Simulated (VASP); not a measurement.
# AgCl in VASP: further runs

AgCl is run at these levels: PBE; tasks: single point.

Program: VASP 6.6.1. These are calculated values, not measurements. Logs are shortened: lines on timing, memory, paths and dates and some standing lists are left out, and cuts for length are marked.

## Step 1: The cell of the first run

It takes space group Fm-3m (No. 225, cubic). Conventional cell: a = 6.061 Å, b = 6.061 Å, c = 6.061 Å, α = 90.00°, β = 90.00°, γ = 90.00°. Within 4.0 Å of Ag (site symmetry m-3m) lie 6 Cl at 3.03 Å. Within 4.0 Å of Cl (site symmetry m-3m) lie 6 Ag at 3.03 Å.

## Step 2: Single point, PBE (strain +0.080 along x and y, +0.080 along z)

The input, INCAR:

```
SYSTEM = AgCl
PREC = Accurate
ENCUT = 520
EDIFF = 1E-6
ISMEAR = 0
SIGMA = 0.05
LREAL = .False.
LASPH = .True.
NELM = 80
ALGO = Normal
ISIF = 2
LWAVE = .False.
LCHARG = .False.
GGA = PE
NBANDS = 16
```

The input, KPOINTS:

```
Automatic mesh
0
Gamma
  8 8 8
  0 0 0
```

The input, POSCAR:

```
AgCl
1.0
    0.0000000000      3.0305046789      3.0305046789
    3.0305046789      0.0000000000      3.0305046789
    3.0305046789      3.0305046789      0.0000000000
Ag Cl
1 1
Direct
    0.5000000000      0.5000000000      0.5000000000
    0.0000000000      0.0000000000      0.0000000000
```

Potentials or basis: VASP PAW PBE potentials, release 64 (Ag, Cl).

Started as:

```bash
$ cat potpaw_PBE.64/Ag/POTCAR potpaw_PBE.64/Cl/POTCAR > POTCAR
$ mpirun -np 1 vasp_std > vasp.out
```

OUTCAR:

```text
SYSTEM = AgCl
   PREC = Accurate
   ENCUT = 520
   EDIFF = 1E-6
   ISMEAR = 0
   LREAL = .False.
   LASPH = .True.
   NELM = 80
   ISIF = 2
   GGA = PE

 ion  position               nearest neighbor table
   1  0.500  0.500  0.500-   2 3.03   2 3.03   2 3.03   2 3.03   2 3.03   2 3.03
   2  0.000  0.000  0.000-   1 3.03   1 3.03   1 3.03   1 3.03   1 3.03   1 3.03

  LATTYP: Found a face centered cubic cell.
 ALAT       =     6.0610093578

  Lattice vectors:

 A1 = (   0.0000000000,   3.0305046789,   3.0305046789)
 A2 = (   3.0305046789,   0.0000000000,   3.0305046789)
 A3 = (   3.0305046789,   3.0305046789,   0.0000000000)

Analysis of symmetry for initial positions (statically):
=====================================================================
 Subroutine PRICEL returns:
 Original cell was already a primitive cell.

 Routine SETGRP: Setting up the symmetry group for a
 face centered cubic supercell.

 Subroutine GETGRP returns: Found 48 space group operations
 (whereof 48 operations were pure point group operations)
 out of a pool of 48 trial point group operations.

The static configuration has the point symmetry O_h .

Analysis of symmetry for dynamics (positions and initial velocities):
=====================================================================
 Subroutine PRICEL returns:
 Original cell was already a primitive cell.

 Routine SETGRP: Setting up the symmetry group for a
 face centered cubic supercell.

 Subroutine GETGRP returns: Found 48 space group operations
 (whereof 48 operations were pure point group operations)
 out of a pool of 48 trial point group operations.

The dynamic configuration has the point symmetry O_h .

 Subroutine INISYM returns: Found 48 space group operations
 (whereof 48 operations are pure point group operations),
 and found     1 'primitive' translations

----------------------------------------------------------------------------------------

                                     Primitive cell

  volume of cell :      55.6641

  direct lattice vectors                    reciprocal lattice vectors
     0.000000000  3.030504679  3.030504679    -0.164989021  0.164989021  0.164989021
     3.030504679  0.000000000  3.030504679     0.164989021 -0.164989021  0.164989021
     3.030504679  3.030504679  0.000000000     0.164989021  0.164989021 -0.164989021

  length of vectors
     4.285780818  4.285780818  4.285780818     0.285769367  0.285769367  0.285769367

  position of ions in fractional coordinates (direct lattice)
     0.500000000  0.500000000  0.500000000
     0.000000000  0.000000000  0.000000000

  ion indices of the primitive-cell ions
   primitive index   ion index
                 1           1
                 2           2

----------------------------------------------------------------------------------------

 KPOINTS: Automatic mesh

Automatic generation of k-mesh.
 Grid dimensions read from file:
 generate k-points for:    8    8    8

 Generating k-lattice:

  Cartesian coordinates                     Fractional coordinates (reciprocal lattice)
    -0.020623628  0.020623628  0.020623628     0.125000000  0.000000000  0.000000000
     0.020623628 -0.020623628  0.020623628     0.000000000  0.125000000  0.000000000
     0.020623628  0.020623628 -0.020623628     0.000000000  0.000000000  0.125000000

  Length of vectors
     0.035721171  0.035721171  0.035721171

  Shift w.r.t. Gamma in fractional coordinates (k-lattice)
     0.000000000  0.000000000  0.000000000

 Subroutine IBZKPT returns following result:
 ===========================================

 Found     29 irreducible k-points:

 Following reciprocal coordinates:
            Coordinates               Weight
  0.000000  0.000000  0.000000      1.000000
  0.125000  0.000000  0.000000      8.000000
  0.250000  0.000000  0.000000      8.000000
  0.375000  0.000000  0.000000      8.000000
  0.500000  0.000000  0.000000      4.000000
  0.125000  0.125000  0.000000      6.000000
[... 16 lines left out ...]
  0.500000  0.250000  0.125000     48.000000
 -0.375000  0.250000  0.125000     24.000000
 [... further k-points ...]
   k-points           NKPTS =     29   k-points in BZ     NKDIM =     29   number of bands    NBANDS=     16
   number of dos      NEDOS =    301   number of ions     NIONS =      2
   total plane-waves  NPLWV =  32768
   dimension x,y,z NGX =    32 NGY =   32 NGZ =   32
   dimension x,y,z NGXF=    64 NGYF=   64 NGZF=   64
   ions per type =               1   1
   NGX,Y,Z   is equivalent  to a cutoff of  12.41, 12.41, 12.41 a.u.
   NGXF,Y,Z  is equivalent  to a cutoff of  24.83, 24.83, 24.83 a.u.
 SYSTEM =  AgCl
   PREC   = accura    normal or accurate (medium, high low for compatibility)
   ISTART =      0    job   : 0-new  1-cont  2-samecut
   ICHARG =      2    charge: 1-file 2-atom 10-const
   ISPIN  =      1    spin polarized calculation?
   LNONCOLLINEAR =      F non collinear calculations
   LSORBIT =      F    spin-orbit coupling
   LASPH  =      T    aspherical Exc in radial PAW
   ENCUT  =  520.0 eV  38.22 Ry    6.18 a.u.   7.97  7.97  7.97*2*pi/ulx,y,z
   NELM   =     80;   NELMIN=  2; NELMDL= -5     # of ELM steps
   EDIFF  = 0.1E-05   stopping-criterion for ELM
   LREAL  =      F    real-space projection
   EDIFFG = 0.1E-04   stopping-criterion for IOM
   NSW    =      0    number of steps for IOM
   IBRION =     -1    ionic relax: 0-MD 1-quasi-New 2-CG
   NFREE  =      0    steps in history (QN), initial steepest desc. (CG)
   ISIF   =      2    stress and relaxation
   ISYM   =      2    0-nonsym 1-usesym 2-fastsym
   POTIM  = 0.5000    time-step for ionic-motion
   TEBEG  =    0.0;   TEEND  =   0.0 temperature during run
   PSTRESS=    0.0 pullay stress
   NELECT =      18.0000    total number of electrons
   NUPDOWN=      -1.0000    fix difference up-down
   EMIN   =  10.00;   EMAX   =-10.00  energy-range for DOS
   EFERMI =   0.00;   METHOD = LEGACY
   ISMEAR =     0;   SIGMA  =   0.05  broadening in eV -4-tet -1-fermi 0-gaus
   EFERMI_NEDOS =   21; number of points for ismear=-14 and -15
   IALGO  =     38    algorithm
   IMIX   =      4    mixing-type and parameters
     AMIX     =   0.40;   BMIX     =  1.00
     AMIX_MAG =   1.60;   BMIX_MAG =  1.00
  volume/ion in A,a.u.               =      27.83       187.82
  Fermi-wavevector in a.u.,A,eV,Ry     =   1.123675  2.123438 17.179334  1.262645
  Thomas-Fermi vector in A             =   2.260342
   LORBIT       =      0    0 simple, 1 ext, 2 COOP (PROOUT), +10 PAW based schemes
   GGA     = PE    functional components
   LHFCALC =     F    Hartree Fock is set to
   AEXX    =    0.0000 exact exchange contribution
   IVDW    =     0    specifies the selected vdW correction
   LEPSILON=     F    determine dielectric tensor
   LRPA    =     F    only Hartree local field effects (RPA)
 non-spin polarized calculation
 Gauss-broadening in eV      SIGMA  =   0.05
  energy-cutoff  :      520.00
  volume of cell :       55.66
 maximum number of plane-waves:      1524
   NGX = 15   NGY = 15   NGZ = 15

 number of electron      17.9999995 magnetization

 Free energy of the ion-electron system (eV)
  ---------------------------------------------------
  ext. energy  EPLUGINS =         0.00000000
  ---------------------------------------------------
  free energy    TOTEN  =        -5.15804983 eV

  energy without entropy =       -5.15804983  energy(sigma->0) =       -5.15804983

 E-fermi :   1.1136     XC(G=0):  -8.6290

 val. band max:        0.8959858238   @ k =   0.5000   0.0000   0.0000
 cond. band min:       1.9830436585   @ k =   0.0000   0.0000   0.0000
 fundamental gap:      1.0870578347
 Fermi energy:         1.1136103930

 k-point     1 :       0.0000    0.0000    0.0000
  band No.  band energies     occupation
      1     -12.7326      2.00000
      2      -0.7734      2.00000
      3      -0.7734      2.00000
      4      -0.7734      2.00000
      5      -0.7430      2.00000
      6      -0.7430      2.00000
[... 8 lines left out ...]
     15      12.7223      0.00000
     16      12.7223      0.00000

 k-point     2 :       0.1250    0.0000    0.0000
  band No.  band energies     occupation
      1     -12.7055      2.00000
      2      -1.0927      2.00000
      3      -1.0927      2.00000
      4      -1.0649      2.00000
      5      -0.7455      2.00000
      6      -0.7455      2.00000
[... 8 lines left out ...]
     15      12.4809      0.00000
     16      12.7725      0.00000

 k-point     3 :       0.2500    0.0000    0.0000
  band No.  band energies     occupation
      1     -12.6388      2.00000
      2      -1.7231      2.00000
      3      -1.4692      2.00000
      4      -1.4692      2.00000
      5      -0.6833      2.00000
      6      -0.6833      2.00000
[... 8 lines left out ...]
     15      13.0176      0.00000
     16      13.0176      0.00000

 k-point     4 :       0.3750    0.0000    0.0000
  band No.  band energies     occupation
      1     -12.5701      2.00000
      2      -2.2334      2.00000
      3      -1.7158      2.00000
      4      -1.7158      2.00000
      5      -0.6198      2.00000
      6      -0.6198      2.00000
[... 8 lines left out ...]
     15      13.9402      0.00000
     16      13.9402      0.00000

 k-point     5 :       0.5000    0.0000    0.0000
  band No.  band energies     occupation
      1     -12.5411      2.00000
      2      -2.4187      2.00000
      3      -1.8011      2.00000
      4      -1.8011      2.00000
      5      -0.5932      2.00000
      6      -0.5932      2.00000
[... 8 lines left out ...]
     15      14.6240      0.00000
     16      14.6240      0.00000

 k-point     6 :       0.1250    0.1250    0.0000
  band No.  band energies     occupation
      1     -12.6974      2.00000
      2      -1.4277      2.00000
      3      -0.8908      2.00000
      4      -0.8908      2.00000
      5      -0.7955      2.00000
      6      -0.7289      2.00000
[... 8 lines left out ...]
     15      13.9650      0.00000
     16      13.9650      0.00000

 k-point     7 :       0.2500    0.1250    0.0000
  band No.  band energies     occupation
      1     -12.6459      2.00000
      2      -1.7855      2.00000
      3      -1.2194      2.00000
      4      -1.1984      2.00000
      5      -0.7581      2.00000
      6      -0.6687      2.00000
[... 8 lines left out ...]
     15      13.9129      0.00000
     16      13.9755      0.00000

 k-point     8 :       0.3750    0.1250    0.0000
  band No.  band energies     occupation
      1     -12.5799      2.00000
      2      -2.0915      2.00000
      3      -1.6275      2.00000
      4      -1.5329      2.00000
      5      -0.6870      2.00000
      6      -0.6059      2.00000
[... 8 lines left out ...]
     15      14.1302      0.00000
     16      14.4780      0.00000

 k-point     9 :       0.5000    0.1250    0.0000
  band No.  band energies     occupation
      1     -12.5384      2.00000
      2      -2.2913      2.00000
      3      -1.7750      2.00000
      4      -1.7350      2.00000
      5      -0.6213      2.00000
      6      -0.5853      2.00000
[... 8 lines left out ...]
     15      14.7422      0.00000
     16      14.7821      0.00000
[... 172 lines left out ...]
 k-point    19 :       0.5000    0.3750    0.0000
  band No.  band energies     occupation
      1     -12.5247      2.00000
      2      -1.7687      2.00000
      3      -1.2817      2.00000
      4      -1.2192      2.00000
      5      -0.7876      2.00000
      6      -0.5479      2.00000
[... 8 lines left out ...]
     15      15.5919      0.00000
     16      15.8296      0.00000

 k-point    20 :      -0.3750    0.3750    0.0000
  band No.  band energies     occupation
      1     -12.5150      2.00000
      2      -1.7254      2.00000
      3      -1.6244      2.00000
      4      -1.5238      2.00000
      5      -0.7036      2.00000
      6      -0.5609      2.00000
[... 8 lines left out ...]
     15      14.6344      0.00000
     16      16.0004      0.00000

 k-point    21 :       0.5000    0.5000    0.0000
  band No.  band energies     occupation
      1     -12.5218      2.00000
      2      -1.6964      2.00000
      3      -0.9246      2.00000
      4      -0.8876      2.00000
      5      -0.8876      2.00000
      6      -0.6466      2.00000
[... 8 lines left out ...]
     15      15.8409      0.00000
     16      15.9171      0.00000

 k-point    22 :       0.3750    0.2500    0.1250
  band No.  band energies     occupation
      1     -12.5968      2.00000
      2      -1.9982      2.00000
      3      -1.5114      2.00000
      4      -1.1966      2.00000
      5      -0.7178      2.00000
      6      -0.6208      2.00000
[... 8 lines left out ...]
     15      14.6533      0.00000
     16      15.0881      0.00000

 k-point    23 :       0.5000    0.2500    0.1250
  band No.  band energies     occupation
      1     -12.5468      2.00000
      2      -2.1015      2.00000
      3      -1.7112      2.00000
      4      -1.4663      2.00000
      5      -0.6627      2.00000
      6      -0.5882      2.00000
[... 8 lines left out ...]
     15      14.8163      0.00000
     16      15.1018      0.00000

 k-point    24 :      -0.3750    0.2500    0.1250
  band No.  band energies     occupation
      1     -12.5258      2.00000
      2      -2.1221      2.00000
      3      -1.7058      2.00000
      4      -1.6935      2.00000
      5      -0.6263      2.00000
      6      -0.5880      2.00000
[... 8 lines left out ...]
     15      13.7589      0.00000
     16      15.2662      0.00000

 [... further k-points ...]
[... 5 lines left out ...]
  --------------------------------------------------------------------------------------
  -------------------------------------------------------------------------------------
  Total       -1.8565292     -1.8565292     -1.8565292      0.0000000      0.0000000      0.0000000
  in kB      -53.4364386    -53.4364386    -53.4364386      0.0000000      0.0000000      0.0000000
  external PRESSURE =     -53.4364386 kB  Pullay stress =       0.0000000 kB

 VOLUME and BASIS-vectors are now :
 -----------------------------------------------------------------------------
  energy-cutoff  :      520.00
  volume of cell :       55.66
      direct lattice vectors                 reciprocal lattice vectors
     0.000000000  3.030504679  3.030504679    -0.164989021  0.164989021  0.164989021
     3.030504679  0.000000000  3.030504679     0.164989021 -0.164989021  0.164989021
     3.030504679  3.030504679  0.000000000     0.164989021  0.164989021 -0.164989021

 POSITION                                       TOTAL-FORCE (eV/Angst)
 -----------------------------------------------------------------------------------
      3.03050      3.03050      3.03050        -0.000000      0.000000      0.000000
      0.00000      0.00000      0.00000         0.000000      0.000000      0.000000
 -----------------------------------------------------------------------------------
    total drift:                                0.000000     -0.000000      0.000000

  FREE ENERGIE OF THE ION-ELECTRON SYSTEM (eV)
  ---------------------------------------------------
  free  energy   TOTEN  =        -5.1580498325 eV

  energy  without entropy=       -5.1580498325  energy(sigma->0) =       -5.15804983
```

Wall time 23 s (1 thread of AMD EPYC 7R43 (Zen 3), shared host); peak memory 0.14 GiB.

Results:

- Free energy: -5.1580 eV
- Pressure: -5.3 GPa
- Band gap on the k mesh: 1.09 eV, indirect (least direct gap 2.41 eV)

Levels at points of the mesh, in eV from the valence-band top:
| k point | band 5 | band 6 | band 7 | band 8 | band 9 | band 10 | band 11 | band 12 | band 13 | band 14 |
| --- | --- | --- | --- | --- | --- | --- | --- | --- | --- | --- |
| (0.00, 0.00, 0.00) | -1.64 | -1.64 | -1.32 | -1.32 | -1.32 | 1.09 | 10.91 | 10.91 | 10.91 | 11.83 |
| (0.50, 0.00, 0.00) | -1.49 | -1.49 | -1.26 | 0.00 | 0.00 | 4.83 | 5.28 | 8.00 | 8.00 | 12.63 |
| (0.50, 0.50, 0.00) | -1.78 | -1.54 | -1.44 | -1.43 | -1.43 | 2.69 | 7.87 | 8.37 | 10.27 | 10.27 |

Caveat: the cell differs from its parent crystal (strain +0.080 along x and y, +0.080 along z). A k mesh can miss the band edges.

[end of part 1 of 2]
